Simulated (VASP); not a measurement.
# ZrPbO4 (P4/mmm) in VASP: notebook

Runs on ZrPbO4. Level: PBE. Tasks: relaxation of cell and atoms, relaxation of shape and atoms at fixed volume.

All numbers are computed with VASP 6.6.1; they aren't measurements. Logs are shortened: lines on timing, memory, paths and dates and some standing lists are left out, and cuts for length are marked.

## 1. The cell of the first run

The structure is tetragonal, space group P4/mmm (No. 123). The conventional cell has a = 3.713 Å, b = 3.713 Å, c = 5.276 Å, α = 90.00°, β = 90.00°, γ = 90.00°. Within 3.0 Å of Zr (site symmetry 4/mmm) lie 8 O at 2.25 Å. Within 3.1 Å of Pb (site symmetry 4/mmm) lie 8 O at 2.31 Å. O (site symmetry 2mm) has 2 Zr at 2.25 Å and 2 Pb at 2.31 Å and 6 O at 2.53 to 2.75 Å within 3.0 Å.

The cell was built from a structure type or drawn by symmetry, and may not be a known phase.

## 2. Relaxation of cell and atoms, PBE

INCAR reads:

```
SYSTEM = ZrPbO4
  PREC = Accurate
  ENCUT = 600
  EDIFF = 1E-7
  ISMEAR = 0
  SIGMA = 0.1
  LREAL = .FALSE.
  LASPH = .TRUE.
  NELM = 60
  ALGO = Normal
  ISIF = 3
  LWAVE = .FALSE.
  LCHARG = .FALSE.
  GGA = PE
  IBRION = 2
  NSW = 100
  EDIFFG = -0.01
```

KPOINTS reads:

```
Automatic mesh
0
G
  10 10 8
  0 0 0
```

POSCAR reads:

```
ZrPbO4
1.0
    3.7133663885      0.0000000000      0.0000000000
    0.0000000000      3.7133663885      0.0000000000
    0.0000000000      0.0000000000      5.2759346313
Zr Pb O
1 1 4
Direct
    0.5000000000      0.5000000000      0.5000000000
    0.0000000000      0.0000000000      0.0000000000
    0.5000000000      0.0000000000      0.7393261927
    0.0000000000      0.5000000000      0.2606738073
    0.5000000000      0.0000000000      0.2606738073
    0.0000000000      0.5000000000      0.7393261927
```

Potentials or basis: VASP PAW PBE potentials, release 64 (Zr_sv, Pb_d, O).

Command:

```sh
cat potpaw_PBE.64/Zr_sv/POTCAR potpaw_PBE.64/Pb_d/POTCAR potpaw_PBE.64/O/POTCAR > POTCAR
mpirun -np 1 vasp_std > vasp.out
```

OUTCAR:

```text
SYSTEM = ZrPbO4
   PREC = Accurate
   ENCUT = 600
   EDIFF = 1E-7
   ISMEAR = 0
   LREAL = .FALSE.
   LASPH = .TRUE.
   NELM = 60
   ISIF = 3
   GGA = PE
   IBRION = 2
   NSW = 100
   EDIFFG = -0.01

 ion  position               nearest neighbor table
   1  0.500  0.500  0.500-   3 2.25   4 2.25   5 2.25   6 2.25   3 2.25   5 2.25   4 2.25   6 2.25
                             2 3.72   2 3.72   2 3.72   2 3.72   2 3.72   2 3.72   2 3.72   2 3.72
   2  0.000  0.000  0.000-   3 2.31   4 2.31   5 2.31   6 2.31   4 2.31   6 2.31   3 2.31   5 2.31
                             1 3.72   1 3.72   1 3.72   1 3.72   1 3.72   1 3.72   1 3.72   1 3.72
   3  0.500  0.000  0.739-   1 2.25   1 2.25   2 2.31   2 2.31
   4  0.000  0.500  0.261-   1 2.25   1 2.25   2 2.31   2 2.31
   5  0.500  0.000  0.261-   1 2.25   1 2.25   2 2.31   2 2.31
   6  0.000  0.500  0.739-   1 2.25   1 2.25   2 2.31   2 2.31

  LATTYP: Found a simple tetragonal cell.
 ALAT       =     3.7133663885
 C/A-ratio  =     1.4207956014

  Lattice vectors:

 A1 = (   3.7133663885,   0.0000000000,   0.0000000000)
 A2 = (   0.0000000000,   3.7133663885,   0.0000000000)
 A3 = (   0.0000000000,   0.0000000000,   5.2759346313)

Analysis of symmetry for initial positions (statically):
=====================================================================
 Subroutine PRICEL returns:
 Original cell was already a primitive cell.

 Routine SETGRP: Setting up the symmetry group for a
 simple tetragonal supercell.

 Subroutine GETGRP returns: Found 16 space group operations
 (whereof 16 operations were pure point group operations)
 out of a pool of 16 trial point group operations.

The static configuration has the point symmetry D_4h.

Analysis of symmetry for dynamics (positions and initial velocities):
=====================================================================
 Subroutine PRICEL returns:
 Original cell was already a primitive cell.

 Routine SETGRP: Setting up the symmetry group for a
 simple tetragonal supercell.

 Subroutine GETGRP returns: Found 16 space group operations
 (whereof 16 operations were pure point group operations)
 out of a pool of 16 trial point group operations.

The dynamic configuration has the point symmetry D_4h.
[... 171 lines left out ...]
  energy-cutoff  :      600.00
  volume of cell :       72.75
      direct lattice vectors                 reciprocal lattice vectors
     3.713366388  0.000000000  0.000000000     0.269297423  0.000000000  0.000000000
     0.000000000  3.713366388  0.000000000     0.000000000  0.269297423  0.000000000
     0.000000000  0.000000000  5.275934631     0.000000000  0.000000000  0.189539877

 POSITION                                       TOTAL-FORCE (eV/Angst)
 -----------------------------------------------------------------------------------
      1.85668      1.85668      2.63797         0.000000      0.000000     -0.000000
      0.00000      0.00000      0.00000         0.000000      0.000000     -0.000000
      1.85668      0.00000      3.90064         0.000000      0.000000     -0.012541
      0.00000      1.85668      1.37530        -0.000000      0.000000      0.012541
      1.85668      0.00000      1.37530        -0.000000      0.000000      0.012541
      0.00000      1.85668      3.90064         0.000000     -0.000000     -0.012541
 -----------------------------------------------------------------------------------
    total drift:                                0.000000     -0.000000     -0.000000

  FREE ENERGIE OF THE ION-ELECTRON SYSTEM (eV)
  ---------------------------------------------------
  free  energy   TOTEN  =       -43.8189369709 eV

  energy  without entropy=      -43.8160939830  energy(sigma->0) =      -43.81751548

--------------------------------------- Ionic step        2  -------------------------------------------

 number of electron      49.9999993 magnetization

 Free energy of the ion-electron system (eV)
  ---------------------------------------------------
  ext. energy  EPLUGINS =         0.00000000
  ---------------------------------------------------
  free energy    TOTEN  =       -43.81899184 eV

  energy without entropy =      -43.81614069  energy(sigma->0) =      -43.81756626

 E-fermi :   6.4725     XC(G=0): -11.4158

 val. band max:        6.4419246843   @ k =   0.5000   0.5000   0.1250
 cond. band min:       6.5245018689   @ k =   0.5000   0.5000   0.2500
 fundamental gap:      0.0825771846
 Fermi energy:         6.4725003985

 k-point     1 :       0.0000    0.0000    0.0000
  band No.  band energies     occupation
      1     -41.9330      2.00000
      2     -20.0569      2.00000
      3     -19.8495      2.00000
      4     -19.8495      2.00000
      5     -12.0309      2.00000
      6     -11.0998      2.00000
[... 781 lines left out ...]
     29      12.5088      0.00000
     30      13.4693      0.00000

 [... further k-points ...]

------------------------ aborting loop because EDIFF is reached ----------------------------------------

  FORCE on cell =-STRESS in cart. coord.  units (eV):
  Direction    XX          YY          ZZ          XY          YZ          ZX
  --------------------------------------------------------------------------------------
  -------------------------------------------------------------------------------------
  Total       -0.0463914     -0.0463914     -0.0196317      0.0000000      0.0000000      0.0000000
  in kB       -1.0205637     -1.0205637     -0.4318785      0.0000000      0.0000000      0.0000000
  external PRESSURE =      -0.8243353 kB  Pullay stress =       0.0000000 kB

 VOLUME and BASIS-vectors are now :
 -----------------------------------------------------------------------------
  energy-cutoff  :      600.00
  volume of cell :       72.83
      direct lattice vectors                 reciprocal lattice vectors
     3.715945948  0.000000000  0.000000000     0.269110481  0.000000000  0.000000000
     0.000000000  3.715945948 -0.000000000    -0.000000000  0.269110481  0.000000000
     0.000000000 -0.000000000  5.274348845    -0.000000000  0.000000000  0.189596864

 POSITION                                       TOTAL-FORCE (eV/Angst)
 -----------------------------------------------------------------------------------
      1.85797      1.85797      2.63717        -0.000000     -0.000000     -0.000000
      0.00000     -0.00000      5.27435        -0.000000     -0.000000     -0.000000
      1.85797     -0.00000      3.89886         0.000000      0.000000     -0.002389
      3.71595      1.85797      1.37549        -0.000000     -0.000000      0.002389
      1.85797     -0.00000      1.37549        -0.000000     -0.000000      0.002389
      0.00000      1.85797      3.89886         0.000000      0.000000     -0.002389
 -----------------------------------------------------------------------------------
    total drift:                                0.000000      0.000000      0.000000

  FREE ENERGIE OF THE ION-ELECTRON SYSTEM (eV)
  ---------------------------------------------------
  free  energy   TOTEN  =       -43.8189918361 eV

  energy  without entropy=      -43.8161406861  energy(sigma->0) =      -43.81756626

 reached required accuracy - stopping structural energy minimisation
```

OSZICAR:

```text
N       E                     dE             d eps       ncg     rms          rms(c)
DAV:   1     0.676677093744E+03    0.67668E+03   -0.28387E+04  6300   0.212E+03
[... 17 lines left out ...]
DAV:   1    -0.438194494990E+02   -0.51253E-03   -0.31712E-02  7614   0.189E+00    0.168E-01
DAV:   2    -0.438191025103E+02    0.34699E-03   -0.14391E-03  8724   0.383E-01    0.724E-02
DAV:   3    -0.438189984510E+02    0.10406E-03   -0.24870E-04  9018   0.245E-01    0.245E-02
DAV:   4    -0.438189951043E+02    0.33467E-05   -0.38382E-05 10794   0.453E-02    0.163E-02
DAV:   5    -0.438189930504E+02    0.20539E-05   -0.31817E-06 10246   0.140E-02    0.442E-03
DAV:   6    -0.438189919900E+02    0.10604E-05   -0.10397E-06 10772   0.137E-02    0.122E-03
DAV:   7    -0.438189918350E+02    0.15506E-06   -0.86712E-08  4770   0.289E-03    0.237E-04
DAV:   8    -0.438189918361E+02   -0.11069E-08   -0.17238E-08  4230   0.189E-03
   2 F= -.43818992E+02 E0= -.43817566E+02  d E =-.548652E-04
```

Run time: 4.5 min. Hardware: 1 thread of Intel Xeon 6975P-C (Granite Rapids), shared host; peak memory 0.39 GiB.

Results:

| Item | Value |
| --- | --- |
| Free energy | -43.8190 eV |
| Relaxed volume | 12.14 Å³/atom |
| Relaxed cell | a = 3.716 Å, b = 3.716 Å, c = 5.274 Å, α = 90.00°, β = 90.00°, γ = 90.00° |
| Space group after relaxing (to 0.1 Å) | P4/mmm (No. 123) |
| Energy gained by relaxing | 0.0 meV/atom |
| Ionic steps | 2 |
| Pressure after relaxing | -0.1 GPa |
| Band gap on the k mesh | zero (bands 25 and 26 overlap by 0.36 eV) |

Forces on the atoms (eV/Å):
```
Zr   0.000  0.000  0.000
Pb   0.000  0.000  0.000
O    0.000  0.000 -0.002
O    0.000  0.000  0.002
O    0.000  0.000  0.002
O    0.000  0.000 -0.002
```

Final structure:
```cif
data_structure
_symmetry_space_group_name_H-M 'P 1'
_symmetry_Int_Tables_number 1
_cell_length_a 3.7159
_cell_length_b 3.7159
_cell_length_c 5.2743
_cell_angle_alpha 90.000
_cell_angle_beta 90.000
_cell_angle_gamma 90.000
_cell_volume 72.83
loop_
_atom_site_label
_atom_site_type_symbol
_atom_site_fract_x
_atom_site_fract_y
_atom_site_fract_z
_atom_site_occupancy
Zr1 Zr 0.50000 0.50000 0.50000 1
Pb1 Pb 0.00000 0.00000 0.00000 1
O1 O 0.50000 0.00000 0.73921 1
O2 O 0.00000 0.50000 0.26079 1
O3 O 0.50000 0.00000 0.26079 1
O4 O 0.00000 0.50000 0.73921 1
```

Caveat: spin-orbit coupling is left out, which moves the levels of the heavy elements.

## 3. Relaxation of shape and atoms at fixed volume, PBE (12.49 Å³/atom)

This run uses another cell than the first one, of 12.49 Å³/atom.

INCAR reads:

```
PREC = Accurate
ENCUT = 600
EDIFF = 1E-7
ISMEAR = 0
SIGMA = 0.1
LREAL = F
LASPH = T
NELM = 80
ALGO = Normal
ISIF = 4
LWAVE = F
LCHARG = F
GGA = PE
IBRION = 2
NSW = 50
EDIFFG = -0.01
```

KPOINTS reads:

```
regular mesh
0
Gamma
  10 10 8
```

POSCAR reads:

```
ZrPbO4
1.0
    3.7512829618      0.0000000000      0.0000000000
    0.0000000000      3.7512829618      0.0000000000
    0.0000000000      0.0000000000      5.3251778088
Zr Pb O
1 1 4
Direct
    0.5000000000      0.5000000000      0.5000000000
    0.0000000000      0.0000000000      0.0000000000
    0.5000000000      0.0000000000      0.7392659993
    0.0000000000      0.5000000000      0.2607340007
    0.5000000000      0.0000000000      0.2607340007
    0.0000000000      0.5000000000      0.7392659993
```

Potentials or basis: VASP PAW PBE potentials, release 64 (Zr_sv, Pb_d, O).

Command:

```sh
cat potpaw_PBE.64/Zr_sv/POTCAR potpaw_PBE.64/Pb_d/POTCAR potpaw_PBE.64/O/POTCAR > POTCAR
mpirun -np 1 vasp_std > vasp.out
```

Wall time 5.2 min (1 thread of Intel Xeon 6975P-C (Granite Rapids), shared host); peak memory 0.41 GiB.

It converged, with:

```
Free energy               : -43.7914 eV
Energy gained by relaxing : 0.2 meV/atom
Ionic steps               : 3
Pressure after relaxing   : -4.8 GPa
Band gap on the k mesh    : zero (bands 25 and 26 overlap by 0.33 eV)
```

Stress tensor (GPa, compression positive):
```
-4.84  0.00  0.00
 0.00 -4.84  0.00
 0.00  0.00 -4.69
```

The path:
```
step  energy change (eV)  largest force (eV/Å)  pressure (GPa)  volume (Å³)
   1              0.0000                0.0935           -4.94        74.94
   2             -0.0010                0.0168           -4.81        74.94
   3             -0.0010                0.0006           -4.79        74.94
```

Final structure:
```cif
data_structure
_symmetry_space_group_name_H-M 'P 1'
_symmetry_Int_Tables_number 1
_cell_length_a 3.7510
_cell_length_b 3.7510
_cell_length_c 5.3259
_cell_angle_alpha 90.000
_cell_angle_beta 90.000
_cell_angle_gamma 90.000
_cell_volume 74.94
loop_
_atom_site_label
_atom_site_type_symbol
_atom_site_fract_x
_atom_site_fract_y
_atom_site_fract_z
_atom_site_occupancy
Zr1 Zr 0.50000 0.50000 0.50000 1
Pb1 Pb 0.00000 0.00000 0.00000 1
O1 O 0.50000 0.00000 0.73823 1
O2 O 0.00000 0.50000 0.26177 1
O3 O 0.50000 0.00000 0.26177 1
O4 O 0.00000 0.50000 0.73823 1
```

Levels at points of the mesh, in eV from the Fermi level:
```
           k point  band 21  band 22  band 23  band 24  band 25  band 26  band 27  band 28  band 29  band 30
(0.00, 0.00, 0.00)    -0.78    -0.78    -0.73    -0.43    -0.43    -0.18     3.56     3.78     6.80     6.89
(0.50, 0.00, 0.00)    -1.82    -1.65    -1.24    -1.11    -0.21     1.99     3.38     3.93     4.93     5.94
(0.50, 0.50, 0.00)    -0.74    -0.74    -0.28    -0.23    -0.11    -0.08     3.73     5.40     5.60     5.60
(0.00, 0.00, 0.50)    -1.22    -1.22    -0.95    -0.42    -0.42     1.49     3.56     3.63     5.46     6.59
(0.50, 0.00, 0.50)    -2.32    -2.21    -1.93    -1.67    -1.65     2.63     3.64     4.33     5.83     7.07
(0.50, 0.50, 0.50)    -1.92    -1.63    -0.34    -0.33     0.14     2.01     3.66     3.92     5.05     5.05
```

Caveat: spin-orbit coupling is left out, which moves the levels of the heavy elements.
